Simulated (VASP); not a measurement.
# CaZr2N3 (R-3m) in VASP: further runs, part 2 of 2

VASP 6.6.1. Earlier steps stand in the parts before.

## (5) Single point, PBE, collinear spin

INCAR reads:

```
ALGO = Normal
EDIFF = 1E-7
ENCUT = 520
GGA = PE
ISIF = 2
ISMEAR = 0
ISPIN = 2
LASPH = T
LCHARG = T
LELF = T
LMAXMIX = 4
LORBIT = 11
LREAL = F
LVHAR = T
LWAVE = F
MAGMOM = 0 1 1 0 0 0
NBANDS = 38
NELM = 150
PREC = Accurate
SIGMA = 0.1
```

KPOINTS reads:

```
k-points
0
Gamma
  6 6 6
```

POSCAR reads:

```
CaZr2N3
1.0
    3.0076179008      1.7364490046      3.4683246318
   -3.0076179008      1.7364490046      3.4683246318
    0.0000000000     -3.4728980092      3.4683246318
Ca Zr N
1 2 3
Direct
    0.0000000000      0.0000000000      0.0000000000
    0.7279552544      0.7279552544      0.7279552544
    0.2720447456      0.2720447456      0.2720447456
    0.5000000000      0.0000000000      0.0000000000
    0.0000000000      0.5000000000      0.0000000000
    0.0000000000      0.0000000000      0.5000000000
```

Potentials or basis: VASP PAW PBE potentials, release 64 (Ca_sv, Zr_sv, N).

Started as:

```bash
> cat potpaw_PBE.64/Ca_sv/POTCAR potpaw_PBE.64/Zr_sv/POTCAR potpaw_PBE.64/N/POTCAR > POTCAR
> mpirun -np 1 vasp_std > vasp.out
```

OUTCAR:

```text
EDIFF = 1E-7
   ENCUT = 520
   GGA = PE
   ISIF = 2
   ISMEAR = 0
   ISPIN = 2
   LASPH = T
   LORBIT = 11
   LREAL = F
   NELM = 150
   PREC = Accurate

 ion  position               nearest neighbor table
   1  0.000  0.000  0.000-   6 2.45   6 2.45   4 2.45   5 2.45   5 2.45   4 2.45   2 2.83   3 2.83
                             3 3.53   2 3.53   3 3.53   2 3.53   3 3.53   2 3.53
   2  0.728  0.728  0.728-   6 2.05   5 2.05   4 2.05   1 2.83   1 3.53   1 3.53   1 3.53   3 3.70
                             3 3.70   3 3.70
   3  0.272  0.272  0.272-   6 2.05   5 2.05   4 2.05   1 2.83   1 3.53   1 3.53   1 3.53   2 3.70
                             2 3.70   2 3.70
   4  0.500  0.000  0.000-   2 2.05   3 2.05   1 2.45   1 2.45
   5  0.000  0.500  0.000-   2 2.05   3 2.05   1 2.45   1 2.45
   6  0.000  0.000  0.500-   2 2.05   3 2.05   1 2.45   1 2.45

  LATTYP: Found a trigonal (rhomboedric) cell.
 ALAT       =     4.9081866646
 COS(alpha) =     0.2490116924

  Lattice vectors:

 A1 = (   3.0076179008,   1.7364490046,   3.4683246318)
 A2 = (  -3.0076179008,   1.7364490046,   3.4683246318)
 A3 = (   0.0000000000,  -3.4728980092,   3.4683246318)

Analysis of symmetry for initial positions (statically):
=====================================================================
 Subroutine PRICEL returns:
 Original cell was already a primitive cell.

 Routine SETGRP: Setting up the symmetry group for a
 trigonal (rhombohedral) supercell.

 Subroutine GETGRP returns: Found 12 space group operations
 (whereof 12 operations were pure point group operations)
 out of a pool of 12 trial point group operations.

The static configuration has the point symmetry D_3d.

Analysis of symmetry for dynamics (positions and initial velocities):
=====================================================================
 Subroutine PRICEL returns:
 Original cell was already a primitive cell.
[... 184 lines left out ...]
 Fermi energy:         5.5357204493

 spin component 1

 k-point     1 :       0.0000    0.0000    0.0000
  band No.  band energies     occupation
      1     -43.9363      1.00000
      2     -43.9203      1.00000
      3     -34.0899      1.00000
      4     -22.2394      1.00000
      5     -22.2040      1.00000
      6     -22.1486      1.00000
[... 925 lines left out ...]
     35      10.5180      0.00000
     36      11.2340      0.00000

 [... further k-points ...]

 spin component 2

 k-point     1 :       0.0000    0.0000    0.0000
  band No.  band energies     occupation
      1     -43.8468      1.00000
      2     -43.8310      1.00000
      3     -34.0599      1.00000
      4     -22.0818      1.00000
      5     -22.0691      1.00000
      6     -22.0691      1.00000
[... 925 lines left out ...]
     35      10.5881      0.00000
     36      11.3921      0.00000

 [... further k-points ...]

 [bands above 36 left out]

------------------------ aborting loop because EDIFF is reached ----------------------------------------

  FORCE on cell =-STRESS in cart. coord.  units (eV):
  Direction    XX          YY          ZZ          XY          YZ          ZX
  --------------------------------------------------------------------------------------
  -------------------------------------------------------------------------------------
  Total        0.1389595      0.1389595      0.1236423     -0.0000000      0.0000000     -0.0000000
  in kB        2.0485337      2.0485337      1.8227289     -0.0000000      0.0000000     -0.0000000
  external PRESSURE =       1.9732654 kB  Pullay stress =       0.0000000 kB

 VOLUME and BASIS-vectors are now :
 -----------------------------------------------------------------------------
  energy-cutoff  :      520.00
  volume of cell :      108.68
      direct lattice vectors                 reciprocal lattice vectors
     3.007617901  1.736449005  3.468324632     0.166244522  0.095981319  0.096107882
    -3.007617901  1.736449005  3.468324632    -0.166244522  0.095981319  0.096107882
     0.000000000 -3.472898009  3.468324632     0.000000000 -0.191962639  0.096107882

 POSITION                                       TOTAL-FORCE (eV/Angst)
 -----------------------------------------------------------------------------------
      0.00000      0.00000      0.00000        -0.000000      0.000000     -0.000000
      0.00000      0.00000      7.57436        -0.000000      0.000000     -0.008772
      0.00000      0.00000      2.83062        -0.000000     -0.000000      0.008772
      1.50381      0.86822      1.73416        -0.000000      0.000000      0.000000
     -1.50381      0.86822      1.73416         0.000000     -0.000000      0.000000
      0.00000     -1.73645      1.73416        -0.000000     -0.000000      0.000000
 -----------------------------------------------------------------------------------
    total drift:                                0.000000      0.000000     -0.000000

  FREE ENERGIE OF THE ION-ELECTRON SYSTEM (eV)
  ---------------------------------------------------
  free  energy   TOTEN  =       -47.9429741354 eV

  energy  without entropy=      -47.9278144250  energy(sigma->0) =      -47.93539428

 total charge

# of ion       s       p       d       tot
------------------------------------------
    1        2.050   5.885   0.376   8.311
    2        2.217   5.985   1.752   9.953
    3        2.217   5.985   1.752   9.953
    4        1.273   2.407   0.000   3.679
    5        1.273   2.407   0.000   3.679
    6        1.273   2.407   0.000   3.679
--------------------------------------------------
tot         10.302  25.075   3.879  39.256

 magnetization (x)

# of ion       s       p       d       tot
------------------------------------------
    1        0.001   0.001   0.036   0.038
    2        0.005   0.006   0.128   0.139
    3        0.005   0.006   0.128   0.139
    4        0.001  -0.021   0.000  -0.020
    5        0.001  -0.021   0.000  -0.020
    6        0.001  -0.021   0.000  -0.020
--------------------------------------------------
tot          0.014  -0.050   0.292   0.257
```

It took 4.2 min on 1 thread of Intel Xeon 6975P-C (Granite Rapids), shared host; peak memory 0.42 GiB.

What came out:

- Free energy: -47.9430 eV
- Pressure: 0.2 GPa
- Largest force: 0.009 eV/Å
- Net moment: 0.57 μB per cell
- Site moments: Ca +0.04; Zr +0.14; N -0.02 μB
- Valence electrons inside the program's atomic spheres: Ca 8.31; Zr 9.95; N 3.68

Forces on the atoms (eV/Å):
```
Ca   0.000  0.000  0.000
Zr   0.000  0.000 -0.009
Zr   0.000  0.000  0.009
N    0.000  0.000  0.000
N    0.000  0.000  0.000
N    0.000  0.000  0.000
```

Levels at points of the mesh, in eV from the Fermi level:
Spin up:
| k point | band 23 | band 24 | band 25 | band 26 | band 27 | band 28 |
| --- | --- | --- | --- | --- | --- | --- |
| (0.00, 0.00, 0.00) | -1.39 | -0.86 | -0.82 | 0.01 | 0.25 | 0.25 |
| (0.50, 0.00, 0.00) | -2.82 | -1.45 | -0.16 | 1.25 | 1.36 | 2.28 |
| (0.50, 0.50, 0.00) | -2.88 | -1.49 | -0.08 | 0.61 | 0.89 | 1.55 |
| (0.50, 0.50, 0.50) | -2.59 | -0.57 | -0.40 | 0.43 | 0.43 | 2.20 |
Spin down:
| k point | band 22 | band 23 | band 24 | band 25 | band 26 | band 27 |
| --- | --- | --- | --- | --- | --- | --- |
| (0.00, 0.00, 0.00) | -1.42 | -1.42 | -0.86 | -0.55 | 0.41 | 0.44 |
| (0.50, 0.00, 0.00) | -3.15 | -2.75 | -1.46 | 0.09 | 1.54 | 1.64 |
| (0.50, 0.50, 0.00) | -2.97 | -2.84 | -1.52 | 0.28 | 0.82 | 1.07 |
| (0.50, 0.50, 0.50) | -2.58 | -2.58 | -0.62 | 0.09 | 0.60 | 0.60 |

Caveat: a moment this small can come from the mesh or the smearing.

## (6) Single point, PBE

INCAR reads:

```
PREC     = Accurate       # precision mode
ENCUT    = 520            # plane-wave cutoff, eV
EDIFF    = 1E-6           # SCF threshold, eV
ISMEAR   = 0              # smearing method
SIGMA    = 0.1            # smearing width, eV
LREAL    = False          # projectors in reciprocal space
LASPH    = True           # aspherical terms in the spheres
NELM     = 100            # most SCF steps
ALGO     = Normal         # electronic algorithm
ISIF     = 2              # what is computed and relaxed
LWAVE    = False          # write WAVECAR
LCHARG   = True           # write CHGCAR
GGA      = PE             # functional
LELF     = True           # ELF
LVHAR    = True         
NBANDS   = 34             # bands
```

KPOINTS reads:

```
Automatic mesh
0
Gamma
  12 12 12
```

POSCAR reads:

```
CaZr2N3
1.0
    3.0067592774      1.7359532782      3.4715807751
   -3.0067592774      1.7359532782      3.4715807751
    0.0000000000     -3.4719065564      3.4715807751
Ca Zr N
1 2 3
Direct
    0.0000000000      0.0000000000      0.0000000000
    0.7280637335      0.7280637335      0.7280637335
    0.2719362665      0.2719362665      0.2719362665
    0.5000000000      0.0000000000      0.0000000000
    0.0000000000      0.5000000000      0.0000000000
    0.0000000000      0.0000000000      0.5000000000
```

Potentials or basis: VASP PAW PBE potentials, release 64 (Ca_sv, Zr_sv, N).

Started as:

```bash
> cat potpaw_PBE.64/Ca_sv/POTCAR potpaw_PBE.64/Zr_sv/POTCAR potpaw_PBE.64/N/POTCAR > POTCAR
> mpirun -np 1 vasp_std > vasp.out
```

Run time: 8.8 min. Hardware: 1 thread of Intel Xeon Platinum 8488C (Sapphire Rapids), shared host; peak memory 0.72 GiB.

The run converged. Its results:

```
Free energy            : -47.9374 eV
Pressure               : 0.2 GPa
Largest force          : 0.034 eV/Å
Band gap on the k mesh : zero (an odd number of electrons rules out a gap without spin polarisation)
```

Forces on the atoms (eV/Å):
```
Ca   0.000  0.000  0.000
Zr   0.000  0.000 -0.034
Zr   0.000  0.000  0.034
N    0.000  0.000  0.000
N    0.000  0.000  0.000
N    0.000  0.000  0.000
```

Stress tensor (GPa, compression positive):
```
0.20 0.00 0.00
0.00 0.20 0.00
0.00 0.00 0.29
```

Levels at points of the mesh, in eV from the Fermi level:
| k point | band 22 | band 23 | band 24 | band 25 | band 26 | band 27 | band 28 | band 29 |
| --- | --- | --- | --- | --- | --- | --- | --- | --- |
| (0.00, 0.00, 0.00) | -1.41 | -1.41 | -0.84 | -0.71 | 0.20 | 0.34 | 0.34 | 1.24 |
| (0.50, 0.00, 0.00) | -3.16 | -2.79 | -1.46 | -0.04 | 1.43 | 1.45 | 2.38 | 2.56 |
| (0.50, 0.50, 0.00) | -2.98 | -2.86 | -1.50 | 0.09 | 0.71 | 0.98 | 1.68 | 2.12 |
| (0.50, 0.50, 0.50) | -2.59 | -2.59 | -0.59 | -0.17 | 0.52 | 0.52 | 2.34 | 2.56 |

Caveat: an odd number of electrons without spin polarisation forces a metal; a magnetic or distorted state may lie lower.

## (7) Summary

| task | spin | cell | k mesh | cutoff (eV) | gap on the mesh (eV) | pressure (GPa) | largest force (eV/Å) |
| --- | --- | --- | --- | --- | --- | --- | --- |
| single point | off | a = 4.908 Å, angles 75.6°, 6 atoms, atomic positions A | 6 × 6 × 6 | 520 | none | 0.2 | 0.03 |
| single point | off | a = 4.895 Å, angles 60.2°, 6 atoms, atomic positions B | 6 × 6 × 6 | 520 | none | -4.1 | 0.75 |
| relaxation of cell and atoms | off | relaxed from a = 4.895 Å, angles 60.2°, 6 atoms, atomic positions B | 6 × 6 × 6 | 600 | none | 0.0 | 0.01 |
| single point | collinear | a = 4.908 Å, angles 75.6°, 6 atoms, atomic positions A | 6 × 6 × 6 | 520 | none | 0.2 | 0.01 |
| single point | off | a = 4.910 Å, angles 75.5°, 6 atoms, atomic positions C | 12 × 12 × 12 | 520 | none | 0.2 | 0.03 |

Alike in all rows: level PBE; potentials or basis VASP PAW PBE potentials, release 64 (Ca_sv, Zr_sv, N); smearing gaussian 0.1 eV.

Caveats: an odd number of electrons without spin polarisation forces a metal (at least some runs); a magnetic or distorted state may lie lower (at least some runs); the stress differs along the axes, from -25 to 6 GPa (at least some runs); a moment this small can come from the mesh or the smearing (at least some runs).

Absolute energies hang on the potentials; compare differences alone.
